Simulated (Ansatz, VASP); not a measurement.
**One calculation of BaS, two programs**

```xyz
8
Lattice="4.4775 0.0000 0.0000 -2.2387 3.8776 0.0000 0.0000 0.0000 15.1992" Properties=species:S:1:pos:R:3 pbc="T T T"
Ba    0.0000    0.0000    0.0000
Ba    0.0000    2.5851    3.7998
Ba    0.0000    0.0000    7.5996
Ba    2.2387    1.2925   11.3994
S     2.2387    1.2925    1.8776
S     2.2387    1.2925    5.7221
S     0.0000    2.5851    9.4772
S     0.0000    2.5851   13.3217
```

Alike in both runs: functional PBE; k mesh 9 × 9 × 3; occupations gaussian, width 0.02 eV; no spin polarisation.

Ansatz relaxed the structure, and its values are those at the end. VASP's run is a single point on that final structure, the one shown.

```csv
,VASP,Ansatz
version,VASP 6.6.1,Ansatz 0.2.0
potentials or method,"VASP PAW PBE potentials, release 64 (Ba_sv, S), cutoff 520 eV","scalar-relativistic, plane waves, PAW"
valence electrons in the cell,64,64
```

```csv
,VASP,Ansatz,Ansatz less VASP
gap on the k mesh at the Fermi level (eV),2.06,2.14,+0.085
least direct gap on the mesh (eV),2.27,2.33,+0.061
pressure (GPa),0.6,0.0,-0.57
```

Neither program's run includes spin-orbit coupling.
